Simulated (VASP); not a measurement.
# HfO2 (Fm-3m) in VASP: further runs

HfO2 is run at these levels: PBEsol; tasks: single point, relaxation of cell and atoms.

Everything below comes from runs of VASP 6.6.1. Logs are shortened: lines on timing, memory, paths and dates and some standing lists are left out, and cuts for length are marked.

## 1. The cell of the first run

Symmetry: Fm-3m, No. 225, cubic system. Conventional cell: a = 5.044 Å, b = 5.044 Å, c = 5.044 Å, α = 90.00°, β = 90.00°, γ = 90.00°. Hf (site symmetry m-3m) has 8 O at 2.18 Å within 2.9 Å. Within 2.9 Å of O (site symmetry -43m) lie 4 Hf at 2.18 Å and 6 O at 2.52 Å.

## 2. Single point, PBEsol

INCAR

```
PREC = Accurate
ENCUT = 600
EDIFF = 1E-6
ISMEAR = 0
SIGMA = 0.01
LREAL = F
LASPH = T
NELM = 120
ALGO = Normal
ISIF = 2
LWAVE = F
LCHARG = T
GGA = PS
LELF = T
LVHAR = T
NBANDS = 18
GGA_COMPAT = F
```

KPOINTS

```
Automatic mesh
0
Gamma
  8 8 8
```

POSCAR

```
HfO2
1.0
    0.0000000000      2.5217579399      2.5217579399
    2.5217579399      0.0000000000      2.5217579399
    2.5217579399      2.5217579399      0.0000000000
Hf O
1 2
Direct
    0.0000000000      0.0000000000      0.0000000000
    0.2500000000      0.2500000000      0.2500000000
    0.7500000000      0.7500000000      0.7500000000
```

Potentials or basis: VASP PAW PBE potentials, release 64 (Hf_pv, O).

Launch:

```bash
$ cat potpaw_PBE.64/Hf_pv/POTCAR potpaw_PBE.64/O/POTCAR > POTCAR
$ mpirun -np 1 vasp_std > vasp.out
```

OUTCAR:

```text
PREC = Accurate
   ENCUT = 600
   EDIFF = 1E-6
   ISMEAR = 0
   LREAL = F
   LASPH = T
   NELM = 120
   ISIF = 2
   GGA = PS

 ion  position               nearest neighbor table
   1  0.000  0.000  0.000-   3 2.18   3 2.18   3 2.18   2 2.18   2 2.18   2 2.18   3 2.18   2 2.18

   2  0.250  0.250  0.250-   1 2.18   1 2.18   1 2.18   1 2.18
   3  0.750  0.750  0.750-   1 2.18   1 2.18   1 2.18   1 2.18

  LATTYP: Found a face centered cubic cell.
 ALAT       =     5.0435158798

  Lattice vectors:

 A1 = (   0.0000000000,   2.5217579399,   2.5217579399)
 A2 = (   2.5217579399,   0.0000000000,   2.5217579399)
 A3 = (   2.5217579399,   2.5217579399,   0.0000000000)

Analysis of symmetry for initial positions (statically):
=====================================================================
 Subroutine PRICEL returns:
 Original cell was already a primitive cell.

 Routine SETGRP: Setting up the symmetry group for a
 face centered cubic supercell.

 Subroutine GETGRP returns: Found 48 space group operations
 (whereof 48 operations were pure point group operations)
 out of a pool of 48 trial point group operations.

The static configuration has the point symmetry O_h .

Analysis of symmetry for dynamics (positions and initial velocities):
=====================================================================
 Subroutine PRICEL returns:
 Original cell was already a primitive cell.

 Routine SETGRP: Setting up the symmetry group for a
 face centered cubic supercell.

 Subroutine GETGRP returns: Found 48 space group operations
 (whereof 48 operations were pure point group operations)
 out of a pool of 48 trial point group operations.

The dynamic configuration has the point symmetry O_h .

 Subroutine INISYM returns: Found 48 space group operations
 (whereof 48 operations are pure point group operations),
 and found     1 'primitive' translations

----------------------------------------------------------------------------------------

                                     Primitive cell

  volume of cell :      32.0730

  direct lattice vectors                    reciprocal lattice vectors
     0.000000000  2.521757940  2.521757940    -0.198274383  0.198274383  0.198274383
     2.521757940  0.000000000  2.521757940     0.198274383 -0.198274383  0.198274383
     2.521757940  2.521757940  0.000000000     0.198274383  0.198274383 -0.198274383

[... 77 lines left out ...]
   ISTART =      0    job   : 0-new  1-cont  2-samecut
   ICHARG =      2    charge: 1-file 2-atom 10-const
   ISPIN  =      1    spin polarized calculation?
   LNONCOLLINEAR =      F non collinear calculations
   LSORBIT =      F    spin-orbit coupling
   LASPH  =      T    aspherical Exc in radial PAW
   ENCUT  =  600.0 eV  44.10 Ry    6.64 a.u.   7.12  7.12  7.12*2*pi/ulx,y,z
   NELM   =    120;   NELMIN=  2; NELMDL= -5     # of ELM steps
   EDIFF  = 0.1E-05   stopping-criterion for ELM
   LREAL  =      F    real-space projection
   EDIFFG = 0.1E-04   stopping-criterion for IOM
   NSW    =      0    number of steps for IOM
   IBRION =     -1    ionic relax: 0-MD 1-quasi-New 2-CG
   NFREE  =      0    steps in history (QN), initial steepest desc. (CG)
   ISIF   =      2    stress and relaxation
   ISYM   =      2    0-nonsym 1-usesym 2-fastsym
   POTIM  = 0.5000    time-step for ionic-motion
   TEBEG  =    0.0;   TEEND  =   0.0 temperature during run
   PSTRESS=    0.0 pullay stress
   NELECT =      22.0000    total number of electrons
   NUPDOWN=      -1.0000    fix difference up-down
   EMIN   =  10.00;   EMAX   =-10.00  energy-range for DOS
   EFERMI =   0.00;   METHOD = LEGACY
   ISMEAR =     0;   SIGMA  =   0.01  broadening in eV -4-tet -1-fermi 0-gaus
   EFERMI_NEDOS =   21; number of points for ismear=-14 and -15
   IALGO  =     38    algorithm
   IMIX   =      4    mixing-type and parameters
     AMIX     =   0.40;   BMIX     =  1.00
     AMIX_MAG =   1.60;   BMIX_MAG =  1.00
  volume/ion in A,a.u.               =      10.69        72.15
  Fermi-wavevector in a.u.,A,eV,Ry     =   1.443784  2.728357 28.361524  2.084513
  Thomas-Fermi vector in A             =   2.562153
   LORBIT       =      0    0 simple, 1 ext, 2 COOP (PROOUT), +10 PAW based schemes
   GGA     = PS    functional components
   LHFCALC =     F    Hartree Fock is set to
   AEXX    =    0.0000 exact exchange contribution
   IVDW    =     0    specifies the selected vdW correction
   LEPSILON=     F    determine dielectric tensor
   LRPA    =     F    only Hartree local field effects (RPA)
 non-spin polarized calculation
 Gauss-broadening in eV      SIGMA  =   0.01
  energy-cutoff  :      600.00
  volume of cell :       32.07
 maximum number of plane-waves:      1090
   NGX = 15   NGY = 15   NGZ = 15

 number of electron      21.9999993 magnetization

 Free energy of the ion-electron system (eV)
  ---------------------------------------------------
  ext. energy  EPLUGINS =         0.00000000
  ---------------------------------------------------
  free energy    TOTEN  =       -31.63729997 eV

  energy without entropy =      -31.63729997  energy(sigma->0) =      -31.63729997

 E-fermi :   4.3368     XC(G=0): -12.1887

 val. band max:        4.2649060190   @ k =   0.5000   0.5000   0.0000
 cond. band min:       7.9776891776   @ k =   0.5000   0.5000   0.0000
 fundamental gap:      3.7127831586
 Fermi energy:         4.3367901261

 k-point     1 :       0.0000    0.0000    0.0000
  band No.  band energies     occupation
      1     -25.2888      2.00000
      2     -25.2888      2.00000
      3     -25.2888      2.00000
      4     -14.5218      2.00000
      5     -11.3429      2.00000
      6      -1.2340      2.00000
[... 481 lines left out ...]
      5     -12.2576      2.00000
      6      -0.7135      2.00000
[... 10 lines left out ...]
     17      15.1738      0.00000
     18      17.3913      0.00000

 [... further k-points ...]
[... 5 lines left out ...]
  --------------------------------------------------------------------------------------
  -------------------------------------------------------------------------------------
  Total       -0.7778463     -0.7778463     -0.7778463      0.0000000     -0.0000000      0.0000000
  in kB      -38.8565435    -38.8565435    -38.8565435      0.0000000     -0.0000000      0.0000000
  external PRESSURE =     -38.8565435 kB  Pullay stress =       0.0000000 kB

 VOLUME and BASIS-vectors are now :
 -----------------------------------------------------------------------------
  energy-cutoff  :      600.00
  volume of cell :       32.07
      direct lattice vectors                 reciprocal lattice vectors
     0.000000000  2.521757940  2.521757940    -0.198274383  0.198274383  0.198274383
     2.521757940  0.000000000  2.521757940     0.198274383 -0.198274383  0.198274383
     2.521757940  2.521757940  0.000000000     0.198274383  0.198274383 -0.198274383

 POSITION                                       TOTAL-FORCE (eV/Angst)
 -----------------------------------------------------------------------------------
      0.00000      0.00000      0.00000        -0.000000     -0.000000      0.000000
      1.26088      1.26088      1.26088         0.000000      0.000000      0.000000
      3.78264      3.78264      3.78264         0.000000     -0.000000     -0.000000
 -----------------------------------------------------------------------------------
    total drift:                                0.000000      0.000000      0.000000

  FREE ENERGIE OF THE ION-ELECTRON SYSTEM (eV)
  ---------------------------------------------------
  free  energy   TOTEN  =       -31.6372999723 eV

  energy  without entropy=      -31.6372999723  energy(sigma->0) =      -31.63729997
```

OSZICAR:

```text
N       E                     dE             d eps       ncg     rms          rms(c)
DAV:   1     0.101610583689E+03    0.10161E+03   -0.13753E+04  1044   0.136E+03
DAV:   2    -0.324597322002E+02   -0.13407E+03   -0.12723E+03  1384   0.303E+02
DAV:   3    -0.368426405704E+02   -0.43829E+01   -0.43685E+01  1200   0.488E+01
DAV:   4    -0.368667267062E+02   -0.24086E-01   -0.24081E-01  1314   0.409E+00
DAV:   5    -0.368668586273E+02   -0.13192E-03   -0.13192E-03  1186   0.281E-01    0.508E+01
DAV:   6    -0.318096196816E+02    0.50572E+01   -0.17910E+01  1070   0.306E+01    0.430E+01
DAV:   7    -0.316859434526E+02    0.12368E+00   -0.63696E-01  1196   0.668E+00    0.289E+01
DAV:   8    -0.316558481187E+02    0.30095E-01   -0.24710E-01  1148   0.452E+00    0.833E+00
DAV:   9    -0.316374627413E+02    0.18385E-01   -0.56707E-02  1112   0.200E+00    0.279E+00
DAV:  10    -0.316372831128E+02    0.17963E-03   -0.28664E-03  1192   0.407E-01    0.194E-01
DAV:  11    -0.316372969827E+02   -0.13870E-04   -0.13458E-04  1166   0.102E-01    0.162E-01
DAV:  12    -0.316372995749E+02   -0.25922E-05   -0.15484E-05  1166   0.281E-02    0.379E-03
DAV:  13    -0.316372999723E+02   -0.39736E-06   -0.59337E-07   944   0.620E-03
   1 F= -.31637300E+02 E0= -.31637300E+02  d E =-.119638E-26
```

Wall time 19 s (1 thread of Intel Xeon 6975P-C (Granite Rapids), shared host); peak memory 0.17 GiB.

Results:

```yaml
Free_energy: -31.6373 eV
Pressure: -3.9 GPa
Band_gap_on_the_k_mesh: 3.71 eV, direct
```

Levels at points of the mesh, in eV from the valence-band top:
```csv
k point,band 7,band 8,band 9,band 10,band 11,band 12,band 13,band 14,band 15,band 16
"(0.00, 0.00, 0.00)",-5.50,-5.50,-0.62,-0.62,-0.62,3.82,3.82,5.77,10.62,10.62
"(0.50, 0.00, 0.00)",-4.45,-3.11,-2.81,-1.87,-1.87,4.58,4.58,7.10,8.89,9.53
"(0.50, 0.50, 0.00)",-3.54,-3.54,-1.57,-1.57,0.00,3.71,5.51,6.74,8.27,8.27
```

Caveat: the PAW data sets were made with another functional, which shifts forces and pressure a little; spin-orbit coupling is left out, which moves the levels of the heavy elements.

## 3. Relaxation of cell and atoms, PBEsol

This run uses another cell than the first one, of 11.15 Å³/atom, 1.043 times its volume.

INCAR

```
SYSTEM = HfO2
PREC     = Accurate       ! precision mode
ENCUT    = 600            ! plane-wave cutoff, eV
EDIFF    = 1E-7           ! SCF threshold, eV
ISMEAR   = 0              ! smearing method
SIGMA    = 0.01           ! smearing width, eV
LREAL    = .FALSE.        ! projectors in reciprocal space
LASPH    = .TRUE.         ! aspherical terms in the spheres
NELM     = 120            ! most SCF steps
ALGO     = Normal         ! electronic algorithm
ISIF     = 3              ! what is computed and relaxed
LWAVE    = .FALSE.        ! write WAVECAR
LCHARG   = .FALSE.        ! write CHGCAR
GGA      = PS             ! functional
IBRION   = 2              ! ionic algorithm
NSW      = 80             ! ionic steps
EDIFFG   = -0.03          ! ionic threshold
GGA_COMPAT= .FALSE.      
NELMIN   = 4
```

KPOINTS

```
Automatic mesh
0
G
  8 8 8
  0 0 0
```

POSCAR

```
HfO2
1.0
    0.0000000000      2.5575000000      2.5575000000
    2.5575000000      0.0000000000      2.5575000000
    2.5575000000      2.5575000000      0.0000000000
Hf O
1 2
Direct
    0.0000000000      0.0000000000      0.0000000000
    0.2500000000      0.2500000000      0.2500000000
    0.7500000000      0.7500000000      0.7500000000
```

Potentials or basis: VASP PAW PBE potentials, release 64 (Hf_pv, O).

Launch:

```bash
$ cat potpaw_PBE.64/Hf_pv/POTCAR potpaw_PBE.64/O/POTCAR > POTCAR
$ mpirun -np 1 vasp_std > vasp.out
```

OUTCAR:

```text
SYSTEM = HfO2
   PREC = Accurate
   ENCUT = 600
   EDIFF = 1E-7
   ISMEAR = 0
   LREAL = .FALSE.
   LASPH = .TRUE.
   NELM = 120
   ISIF = 3
   GGA = PS
   IBRION = 2
   NSW = 80
   EDIFFG = -0.03
   NELMIN = 4

 ion  position               nearest neighbor table
   1  0.000  0.000  0.000-   3 2.21   3 2.21   3 2.21   2 2.21   3 2.21   2 2.21   2 2.21   2 2.21

   2  0.250  0.250  0.250-   1 2.21   1 2.21   1 2.21   1 2.21
   3  0.750  0.750  0.750-   1 2.21   1 2.21   1 2.21   1 2.21

  LATTYP: Found a face centered cubic cell.
 ALAT       =     5.1150000000

  Lattice vectors:

 A1 = (   0.0000000000,   2.5575000000,   2.5575000000)
 A2 = (   2.5575000000,   0.0000000000,   2.5575000000)
[... 266 lines left out ...]
 val. band max:        4.3836595018   @ k =   0.5000   0.5000   0.0000
 cond. band min:       8.1317520386   @ k =   0.5000   0.5000   0.0000
 fundamental gap:      3.7480925368
 Fermi energy:         4.5330242582

 k-point     1 :       0.0000    0.0000    0.0000
  band No.  band energies     occupation
      1     -25.1088      2.00000
      2     -25.1088      2.00000
      3     -25.1088      2.00000
      4     -14.4902      2.00000
      5     -11.2403      2.00000
      6      -1.2015      2.00000
      7      -1.2015      2.00000
      8      -1.2015      2.00000
      9       3.7522      2.00000
     10       3.7522      2.00000
     11       3.7522      2.00000
     12       8.2310      0.00000
     13       8.2310      0.00000
     14      10.2651      0.00000
[... 401 lines left out ...]
      2     -25.3124      2.00000
      3     -25.1990      2.00000
      4     -12.7843      2.00000
      5     -12.1589      2.00000
      6      -0.6635      2.00000
      7      -0.2639      2.00000
      8       0.7091      2.00000
      9       2.0857      2.00000
     10       2.9703      2.00000
     11       3.0971      2.00000
     12       8.9938      0.00000
     13       9.4399      0.00000
     14      11.6165      0.00000
     15      12.6924      0.00000

 [... further k-points ...]
[... 5 lines left out ...]
  --------------------------------------------------------------------------------------
  -------------------------------------------------------------------------------------
  Total       -0.0708218     -0.0708218     -0.0708218      0.0000000     -0.0000000     -0.0000000
  in kB       -3.5864414     -3.5864414     -3.5864414      0.0000000     -0.0000000     -0.0000000
  external PRESSURE =      -3.5864414 kB  Pullay stress =       0.0000000 kB
[... 18 lines left out ...]
  FREE ENERGIE OF THE ION-ELECTRON SYSTEM (eV)
  ---------------------------------------------------
  free  energy   TOTEN  =       -31.6469702962 eV

  energy  without entropy=      -31.6469702962  energy(sigma->0) =      -31.64697030

 reached required accuracy - stopping structural energy minimisation
```

It took 61 s on 1 thread of Intel Xeon 6975P-C (Granite Rapids), shared host; peak memory 0.18 GiB.

Results:

```
Free energy                            : -31.6470 eV
Relaxed volume                         : 10.55 Å³/atom
Relaxed cell                           : a = 3.550 Å, b = 3.550 Å, c = 3.550 Å, α = 60.00°, β = 60.00°, γ = 60.00°
Space group after relaxing (to 0.05 Å) : Fm-3m (No. 225)
Energy gained by relaxing              : 28.0 meV/atom
Ionic steps                            : 3
Pressure after relaxing                : -0.4 GPa
Band gap on the k mesh                 : 3.75 eV, direct
```

Step by step:
```
step  energy change (eV)  largest force (eV/Å)  pressure (GPa)  volume (Å³)
   1              0.0000                0.0000          -13.75        33.46
   2              0.1213                0.0000           27.65        29.03
   3             -0.0839                0.0000           -0.36        31.64
```

Final structure:
```yaml
crystal:
  lattice:
    - [0.00000, 2.51031, 2.51031]
    - [2.51031, 0.00000, 2.51031]
    - [2.51031, 2.51031, 0.00000]
  atoms:
    - { symbol: Hf, position: [0.00000, 0.00000, 0.00000] }
    - { symbol: O, position: [0.25000, 0.25000, 0.25000] }
    - { symbol: O, position: [0.75000, 0.75000, 0.75000] }
```

Levels at points of the mesh, in eV from the valence-band top:
```
           k point  band 9  band 10  band 11  band 12  band 13  band 14
(0.00, 0.00, 0.00)   -0.63    -0.63    -0.63     3.85     3.85     5.88
(0.50, 0.00, 0.00)   -2.84    -1.89    -1.89     4.63     4.63     7.23
(0.50, 0.50, 0.00)   -1.60    -1.60     0.00     3.75     5.59     6.87
```

Caveat: the PAW data sets were made with another functional, which shifts forces and pressure a little; spin-orbit coupling is left out, which moves the levels of the heavy elements. PBEsol gaps usually lie below the measured ones, often by a third to a half.
